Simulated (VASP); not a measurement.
# H (P4/mmm) in VASP: a series of runs

Runs on H. Level: PBE. Tasks: single point.

All numbers are computed with VASP 6.6.1; they aren't measurements. Logs are shortened: lines on timing, memory, paths and dates and some standing lists are left out, and cuts for length are marked.

### Step 1. The cell of the first run

Symmetry: P4/mmm, No. 123, tetragonal system. Conventional cell: a = 2.650 Å, b = 2.650 Å, c = 0.980 Å, α = 90.00°, β = 90.00°, γ = 90.00°. H (site symmetry 4/mmm) has 2 H at 0.98 Å within 1.3 Å.

### Step 2. Single point, PBE

File INCAR:

```
SYSTEM = H
PREC     = Accurate       ! precision mode
ENCUT    = 500            ! plane-wave cutoff, eV
EDIFF    = 1E-6           ! SCF threshold, eV
ISMEAR   = 0              ! smearing method
SIGMA    = 0.1            ! smearing width, eV
LREAL    = .FALSE.        ! projectors in reciprocal space
LASPH    = .TRUE.         ! aspherical terms in the spheres
NELM     = 120            ! most SCF steps
ALGO     = Normal         ! electronic algorithm
ISIF     = 2              ! what is computed and relaxed
LWAVE    = .FALSE.        ! write WAVECAR
LCHARG   = .TRUE.         ! write CHGCAR
GGA      = PE             ! functional
LELF     = .TRUE.         ! ELF
LVHAR    = .TRUE.       
ISYM     = 0            
NBANDS   = 6              ! bands
GGA_COMPAT= .FALSE.
```

File KPOINTS:

```
Automatic mesh
0
G
  8 4 8
  0 0 0
```

File POSCAR:

```
H
1.0
    2.6496387389      0.0000000000      0.0000000000
    0.0000000000      2.6496387389      0.0000000000
    0.0000000000      0.0000000000      0.9804929200
H
1
Direct
    0.0000000000      0.0000000000      0.5000000000
```

Potentials or basis: VASP PAW PBE potentials, release 64 (H).

The run is started by

```bash
$ cat potpaw_PBE.64/H/POTCAR > POTCAR
$ mpirun -np 1 vasp_std > vasp.out
```

OUTCAR:

```text
SYSTEM = H
   PREC = Accurate
   ENCUT = 500
   EDIFF = 1E-6
   ISMEAR = 0
   LREAL = .FALSE.
   LASPH = .TRUE.
   NELM = 120
   ISIF = 2
   GGA = PE
   ISYM = 0

 ion  position               nearest neighbor table
   1  0.000  0.000  0.500-

IMPORTANT INFORMATION: All symmetrisations will be switched off!
NOSYMM: (Re-)initialisation of all symmetry stuff for point group C_1.

----------------------------------------------------------------------------------------

                                     Primitive cell

  volume of cell :       6.8836

  direct lattice vectors                    reciprocal lattice vectors
     2.649638739  0.000000000  0.000000000     0.377409941  0.000000000  0.000000000
     0.000000000  2.649638739  0.000000000     0.000000000  0.377409941  0.000000000
     0.000000000  0.000000000  0.980492920     0.000000000  0.000000000  1.019895177

  length of vectors
     2.649638739  2.649638739  0.980492920     0.377409941  0.377409941  1.019895177

  position of ions in fractional coordinates (direct lattice)
     0.000000000  0.000000000  0.500000000

  ion indices of the primitive-cell ions
   primitive index   ion index
                 1           1

----------------------------------------------------------------------------------------

 KPOINTS: Automatic mesh

Automatic generation of k-mesh.
 Grid dimensions read from file:
 generate k-points for:    8    4    8

 Generating k-lattice:

  Cartesian coordinates                     Fractional coordinates (reciprocal lattice)
     0.047176243  0.000000000  0.000000000     0.125000000  0.000000000  0.000000000
     0.000000000  0.094352485  0.000000000     0.000000000  0.250000000  0.000000000
     0.000000000  0.000000000  0.127486897     0.000000000  0.000000000  0.125000000

  Length of vectors
     0.047176243  0.094352485  0.127486897

  Shift w.r.t. Gamma in fractional coordinates (k-lattice)
     0.000000000  0.000000000  0.000000000

 -----------------------------------------------------------------------------
|                                                                             |
|           W    W    AA    RRRRR   N    N  II  N    N   GGGG   !!!           |
|           W    W   A  A   R    R  NN   N  II  NN   N  G    G  !!!           |
|           W    W  A    A  R    R  N N  N  II  N N  N  G       !!!           |
|           W WW W  AAAAAA  RRRRR   N  N N  II  N  N N  G  GGG   !            |
|           WW  WW  A    A  R   R   N   NN  II  N   NN  G    G                |
|           W    W  A    A  R    R  N    N  II  N    N   GGGG   !!!           |
|                                                                             |
|     Your reciprocal lattice and k-lattice belong to different lattice       |
|     classes:                                                                |
|                                                                             |
|        The reciprocal lattice is simple tetragonal,                         |
|        whereas your k-lattice is simple orthorhombic.                       |
|                                                                             |
|     Results are often still useful ...                                      |
|                                                                             |
 -----------------------------------------------------------------------------

 WARNING: IBZKPT: internal override: KBLOWUP is changed to .FALSE.
      ... skipping the blow-up phase ...

 Subroutine IBZKPT returns following result:
 ===========================================

 Found    132 irreducible k-points:

 Following reciprocal coordinates:
            Coordinates               Weight
  0.000000  0.000000  0.000000      1.000000
  0.125000  0.000000  0.000000      2.000000
  0.250000  0.000000  0.000000      2.000000
  0.375000  0.000000  0.000000      2.000000
  0.500000  0.000000  0.000000      1.000000
  0.000000  0.250000  0.000000      2.000000
[... 16 lines left out ...]
  0.500000  0.000000  0.125000      2.000000
 -0.375000  0.000000  0.125000      2.000000
 [... further k-points ...]
   k-points           NKPTS =    132   k-points in BZ     NKDIM =    132   number of bands    NBANDS=      6
   number of dos      NEDOS =    301   number of ions     NIONS =      1
   total plane-waves  NPLWV =   3200
   dimension x,y,z NGX =    20 NGY =   20 NGZ =    8
   dimension x,y,z NGXF=    40 NGYF=   40 NGZF=   16
   ions per type =               1
   NGX,Y,Z   is equivalent  to a cutoff of  12.55, 12.55, 13.56 a.u.
   NGXF,Y,Z  is equivalent  to a cutoff of  25.10, 25.10, 27.13 a.u.
 SYSTEM =  H
   PREC   = accura    normal or accurate (medium, high low for compatibility)
   ISTART =      0    job   : 0-new  1-cont  2-samecut
   ICHARG =      2    charge: 1-file 2-atom 10-const
   ISPIN  =      1    spin polarized calculation?
   LNONCOLLINEAR =      F non collinear calculations
   LSORBIT =      F    spin-orbit coupling
   LASPH  =      T    aspherical Exc in radial PAW
   ENCUT  =  500.0 eV  36.75 Ry    6.06 a.u.   4.83  4.83  1.79*2*pi/ulx,y,z
   NELM   =    120;   NELMIN=  2; NELMDL= -5     # of ELM steps
   EDIFF  = 0.1E-05   stopping-criterion for ELM
   LREAL  =      F    real-space projection
   EDIFFG = 0.1E-04   stopping-criterion for IOM
   NSW    =      0    number of steps for IOM
   IBRION =     -1    ionic relax: 0-MD 1-quasi-New 2-CG
   NFREE  =      0    steps in history (QN), initial steepest desc. (CG)
   ISIF   =      2    stress and relaxation
   ISYM   =      0    0-nonsym 1-usesym 2-fastsym
   POTIM  = 0.5000    time-step for ionic-motion
   TEBEG  =    0.0;   TEEND  =   0.0 temperature during run
   PSTRESS=    0.0 pullay stress
   NELECT =       1.0000    total number of electrons
   NUPDOWN=      -1.0000    fix difference up-down
   EMIN   =  10.00;   EMAX   =-10.00  energy-range for DOS
   EFERMI =   0.00;   METHOD = LEGACY
   ISMEAR =     0;   SIGMA  =   0.10  broadening in eV -4-tet -1-fermi 0-gaus
   EFERMI_NEDOS =   21; number of points for ismear=-14 and -15
   IALGO  =     38    algorithm
   IMIX   =      4    mixing-type and parameters
     AMIX     =   0.40;   BMIX     =  1.00
     AMIX_MAG =   1.60;   BMIX_MAG =  1.00
  volume/ion in A,a.u.               =       6.88        46.45
  Fermi-wavevector in a.u.,A,eV,Ry     =   0.860602  1.626302 10.076956  0.740635
  Thomas-Fermi vector in A             =   1.978131
   LORBIT       =      0    0 simple, 1 ext, 2 COOP (PROOUT), +10 PAW based schemes
   GGA     = PE    functional components
   LHFCALC =     F    Hartree Fock is set to
   AEXX    =    0.0000 exact exchange contribution
   IVDW    =     0    specifies the selected vdW correction
   LEPSILON=     F    determine dielectric tensor
   LRPA    =     F    only Hartree local field effects (RPA)
 non-spin polarized calculation
 Gauss-broadening in eV      SIGMA  =   0.10
  energy-cutoff  :      500.00
  volume of cell :        6.88
 maximum number of plane-waves:       184
   NGX =  9   NGY =  9   NGZ =  3

 number of electron       0.9999999 magnetization

 Free energy of the ion-electron system (eV)
  ---------------------------------------------------
  ext. energy  EPLUGINS =         0.00000000
  ---------------------------------------------------
  free energy    TOTEN  =        -2.73054462 eV

  energy without entropy =       -2.72879881  energy(sigma->0) =       -2.72967172

 E-fermi :  -1.6406     XC(G=0):  -6.8756

 val. band max:       -1.6921018393   @ k =   0.2500  -0.2500   0.2500
 cond. band min:      -1.5030373036   @ k =   0.5000   0.0000   0.2500
 fundamental gap:      0.1890645358
 Fermi energy:        -1.6405600367

 k-point     1 :       0.0000    0.0000    0.0000
  band No.  band energies     occupation
      1     -12.5815      2.00000
      2       8.2966      0.00000
      3      14.1558      0.00000
      4      14.1577      0.00000
      5      17.1711      0.00000
      6      34.9344      0.00000

 k-point     2 :       0.1250    0.0000    0.0000
  band No.  band energies     occupation
      1     -12.4058      2.00000
      2       6.8623      0.00000
      3      13.4414      0.00000
      4      14.4445      0.00000
      5      20.3805      0.00000
      6      30.8377      0.00000

 k-point     3 :       0.2500    0.0000    0.0000
  band No.  band energies     occupation
      1     -11.9412      2.00000
      2       4.1676      0.00000
      3      13.6897      0.00000
      4      15.2678      0.00000
      5      25.9664      0.00000
      6      26.9492      0.00000

 k-point     4 :       0.3750    0.0000    0.0000
  band No.  band energies     occupation
      1     -11.4028      2.00000
      2       2.0164      0.00000
      3      14.4869      0.00000
      4      16.4318      0.00000
      5      23.9988      0.00000
      6      24.4319      0.00000

 k-point     5 :       0.5000    0.0000    0.0000
  band No.  band energies     occupation
      1     -11.1492      2.00000
      2       1.2000      0.00000
      3      14.9615      0.00000
      4      17.1507      0.00000
      5      22.8438      0.00000
      6      23.0506      0.00000

 k-point     6 :       0.0000    0.2500    0.0000
  band No.  band energies     occupation
      1     -11.9409      2.00000
      2       4.1648      0.00000
      3      13.6964      0.00000
      4      15.2662      0.00000
      5      25.9643      0.00000
      6      26.9519      0.00000

 k-point     7 :       0.1250    0.2500    0.0000
  band No.  band energies     occupation
      1     -11.7768      2.00000
      2       4.3111      0.00000
      3      10.2355      0.00000
      4      19.3863      0.00000
      5      22.3919      0.00000
      6      26.5459      0.00000

 k-point     8 :       0.2500    0.2500    0.0000
  band No.  band energies     occupation
      1     -11.3453      2.00000
      2       4.2782      0.00000
      3       7.6207      0.00000
      4      18.1896      0.00000
      5      23.9832      0.00000
      6      28.7738      0.00000
[... 91 lines left out ...]
 k-point    19 :       0.0000    0.0000    0.1250
  band No.  band energies     occupation
      1     -10.1597      2.00000
      2      10.7189      0.00000
      3      16.6010      0.00000
      4      16.6029      0.00000
      5      19.6157      0.00000
      6      37.3601      0.00000

 k-point    20 :       0.1250    0.0000    0.1250
  band No.  band energies     occupation
      1      -9.9843      2.00000
      2       9.2924      0.00000
      3      15.8798      0.00000
      4      16.8897      0.00000
      5      22.8241      0.00000
      6      33.2747      0.00000

 k-point    21 :       0.2500    0.0000    0.1250
  band No.  band energies     occupation
      1      -9.5213      2.00000
      2       6.6058      0.00000
      3      16.1217      0.00000
      4      17.7127      0.00000
      5      28.4053      0.00000
      6      29.3916      0.00000

 k-point    22 :       0.3750    0.0000    0.1250
  band No.  band energies     occupation
      1      -8.9844      2.00000
      2       4.4593      0.00000
      3      16.9150      0.00000
      4      18.8772      0.00000
      5      26.4418      0.00000
      6      26.8767      0.00000

 k-point    23 :       0.5000    0.0000    0.1250
  band No.  band energies     occupation
      1      -8.7327      2.00000
      2       3.6447      0.00000
      3      17.3869      0.00000
      4      19.5961      0.00000
      5      25.2889      0.00000
      6      25.4953      0.00000

 k-point    24 :      -0.3750    0.0000    0.1250
  band No.  band energies     occupation
      1      -8.9844      2.00000
      2       4.4593      0.00000
      3      16.9150      0.00000
      4      18.8772      0.00000
      5      26.4418      0.00000
      6      26.8767      0.00000

 [... further k-points ...]
[... 5 lines left out ...]
  --------------------------------------------------------------------------------------
  -------------------------------------------------------------------------------------
  Total       -0.2033518     -0.2527422      1.0086973     -0.0000000      0.0000000     -0.0000000
  in kB      -47.3304755    -58.8261761    234.7759802     -0.0000000      0.0000002     -0.0000001
  external PRESSURE =      42.8731095 kB  Pullay stress =       0.0000000 kB

 VOLUME and BASIS-vectors are now :
 -----------------------------------------------------------------------------
  energy-cutoff  :      500.00
  volume of cell :        6.88
      direct lattice vectors                 reciprocal lattice vectors
     2.649638739  0.000000000  0.000000000     0.377409941  0.000000000  0.000000000
     0.000000000  2.649638739  0.000000000     0.000000000  0.377409941  0.000000000
     0.000000000  0.000000000  0.980492920     0.000000000  0.000000000  1.019895177

 POSITION                                       TOTAL-FORCE (eV/Angst)
 -----------------------------------------------------------------------------------
      0.00000      0.00000      0.49025        -0.000000      0.000000      0.000000
 -----------------------------------------------------------------------------------
    total drift:                               -0.000000      0.000000      0.000000

  FREE ENERGIE OF THE ION-ELECTRON SYSTEM (eV)
  ---------------------------------------------------
  free  energy   TOTEN  =        -2.7305446231 eV

  energy  without entropy=       -2.7287988145  energy(sigma->0) =       -2.72967172
```

Wall time 2.4 s (1 thread of Intel Xeon Platinum 8481C at 2.70GHz (Sapphire Rapids), shared host); peak memory 0.1 GiB.

What came out:

```yaml
Free_energy: -2.7305 eV
Pressure: 4.3 GPa
```

Caveat: the k points lie up to 0.80 Å⁻¹ apart.

### Step 3. Single point, PBE

This run uses another cell than the first one, of 5.91 Å³/atom, 0.859 times its volume.

File INCAR:

```
  PREC = Accurate
  ENCUT = 500
  EDIFF = 1E-6
  ISMEAR = 0
  SIGMA = 0.1
  LREAL = False
  LASPH = True
  NELM = 120
  ALGO = Normal
  ISIF = 2
  LWAVE = False
  LCHARG = False
  GGA = PE
  NBANDS = 6
  GGA_COMPAT = False
```

File KPOINTS:

```
regular mesh
0
Gamma
  8 8 22
```

File POSCAR:

```
H
1.0
    2.5187460709      0.0000000000      0.0000000000
    0.0000000000      2.5187460709      0.0000000000
    0.0000000000      0.0000000000      0.9320563794
H
1
Direct
    0.0000000000      0.0000000000      0.5000000000
```

Potentials or basis: VASP PAW PBE potentials, release 64 (H).

The run is started by

```bash
$ cat potpaw_PBE.64/H/POTCAR > POTCAR
$ mpirun -np 1 vasp_std > vasp.out
```

OUTCAR:

```text
PREC = Accurate
   ENCUT = 500
   EDIFF = 1E-6
   ISMEAR = 0
   LREAL = False
   LASPH = True
   NELM = 120
   ISIF = 2
   GGA = PE

 ion  position               nearest neighbor table
   1  0.000  0.000  0.500-

  LATTYP: Found a simple tetragonal cell.
 ALAT       =     2.5187460709
 C/A-ratio  =     0.3700477750

  Lattice vectors:

 A1 = (   2.5187460709,   0.0000000000,   0.0000000000)
 A2 = (   0.0000000000,   2.5187460709,   0.0000000000)
[... 188 lines left out ...]
      6      39.0534      0.00000
[... 199 lines left out ...]
 k-point    24 :       0.5000    0.1250    0.0455
  band No.  band energies     occupation
      1     -10.6844      2.00000
      2       2.2757      0.00000
      3      13.5572      0.00000
      4      20.4756      0.00000
      5      24.5512      0.00000
      6      32.2004      0.00000

 [... further k-points ...]
[... 5 lines left out ...]
  --------------------------------------------------------------------------------------
  -------------------------------------------------------------------------------------
  Total        0.1387440      0.1387440      0.7111100      0.0000000     -0.0000000      0.0000000
  in kB       37.5935847     37.5935847    192.6799082      0.0000000     -0.0000000      0.0000000
  external PRESSURE =      89.2890259 kB  Pullay stress =       0.0000000 kB

 VOLUME and BASIS-vectors are now :
 -----------------------------------------------------------------------------
  energy-cutoff  :      500.00
  volume of cell :        5.91
      direct lattice vectors                 reciprocal lattice vectors
     2.518746071  0.000000000  0.000000000     0.397022952  0.000000000  0.000000000
     0.000000000  2.518746071  0.000000000     0.000000000  0.397022952  0.000000000
     0.000000000  0.000000000  0.932056379     0.000000000  0.000000000  1.072896471

 POSITION                                       TOTAL-FORCE (eV/Angst)
 -----------------------------------------------------------------------------------
      0.00000      0.00000      0.46603         0.000000      0.000000      0.000000
 -----------------------------------------------------------------------------------
    total drift:                                0.000000      0.000000     -0.000000

  FREE ENERGIE OF THE ION-ELECTRON SYSTEM (eV)
  ---------------------------------------------------
  free  energy   TOTEN  =        -2.9931130083 eV

  energy  without entropy=       -2.9931130083  energy(sigma->0) =       -2.99311301
```

Wall time 2.6 s (1 thread of Intel Xeon Platinum 8481C at 2.70GHz (Sapphire Rapids), shared host); peak memory 0.1 GiB.

Results:

- Free energy: -2.9931 eV
- Pressure: 8.9 GPa

Stress tensor (GPa, compression positive):
```
 3.76  0.00  0.00
 0.00  3.76  0.00
 0.00  0.00 19.27
```

Levels at points of the mesh, in eV from the Fermi level:
```
           k point  band 1  band 2  band 3  band 4  band 5
(0.00, 0.00, 0.00)  -12.35   10.41   16.64   16.64   19.83
(0.50, 0.00, 0.00)  -10.61    2.17   17.70   20.04   26.13
(0.50, 0.50, 0.00)   -9.22    6.44    6.44   10.18   42.32
(0.00, 0.00, 0.50)   26.91   34.31   51.44   56.85   59.52
(0.50, 0.00, 0.50)   27.99   36.98   45.29   45.63   59.25
(0.50, 0.50, 0.50)   28.86   39.20   49.48   49.48   49.99
```
